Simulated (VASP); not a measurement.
Wanted: the native input for a VASP 6.6.1 run.

| Quantity | Value |
| --- | --- |
| Task | relaxation of cell and atoms |
| Functional | PBE |
| Potentials or basis | VASP PAW PBE potentials, release 64 (Ba_sv, Al, P) |
| Cutoff | 600 eV |
| k mesh | 4 × 4 × 4 |
| Occupations | gaussian, width 0.1 eV |
| Spin | no spin polarisation |
| Dipole correction | no |
| Further INCAR settings | ALGO = Normal; EDIFF = 1e-06; IBRION = 2; EDIFFG = -0.04; NSW = 90; ISIF = 3 |

The structure of Ba3AlP lies in POSCAR:

```
Ba3AlP
1.0
    5.5454416200      0.0000000000      0.0000000000
    0.0000000000      5.5454416200      0.0000000000
    0.0000000000      0.0000000000      5.5454416200
Ba Al P
3 1 1
Direct
    0.5000000000      0.5000000000      0.0000000000
    0.5000000000      0.0000000000      0.5000000000
    0.0000000000      0.5000000000      0.5000000000
    0.0000000000      0.0000000000      0.0000000000
    0.5000000000      0.5000000000      0.5000000000
```

The cell was built from a structure type or drawn by symmetry, and may not be a known phase.

These files were run (other wordings do the same):

INCAR

```
SYSTEM = Ba3AlP
PREC = Accurate
ENCUT = 600
EDIFF = 1E-6
ISMEAR = 0
SIGMA = 0.1
LREAL = .False.
LASPH = .True.
NELM = 60
ALGO = Normal
ISIF = 3
LWAVE = .False.
LCHARG = .False.
GGA = PE
IBRION = 2
NSW = 90
EDIFFG = -0.04
```

KPOINTS

```
regular mesh
0
Gamma
  4 4 4
  0 0 0
```

Potentials or basis: VASP PAW PBE potentials, release 64 (Ba_sv, Al, P).

Command:

```bash
$ cat potpaw_PBE.64/Ba_sv/POTCAR potpaw_PBE.64/Al/POTCAR potpaw_PBE.64/P/POTCAR > POTCAR
$ mpirun -np 1 vasp_std > vasp.out
```

It gave:

| Quantity | Value |
| --- | --- |
| Relaxed volume | 47.59 Å³/atom |
| Relaxed cell | a = 6.197 Å, b = 6.197 Å, c = 6.197 Å, α = 90.00°, β = 90.00°, γ = 90.00° |
| Space group after relaxing (to 0.1 Å) | Pm-3m (No. 221) |
| Energy gained by relaxing | 424.5 meV/atom |
| Ionic steps | 3 |
| Pressure after relaxing | 0.1 GPa |
| Band gap on the k mesh | zero (bands 19 and 20 overlap by 0.42 eV) |

Caveat: the volume moved by over 15 % at a fixed basis, so the end points are rough; spin-orbit coupling is left out, which moves the levels of the heavy elements.

It took 81 s on 1 thread of Intel(R) Xeon(R) 6975P-C (Granite Rapids) (shared host), peak memory 0.36 GiB.
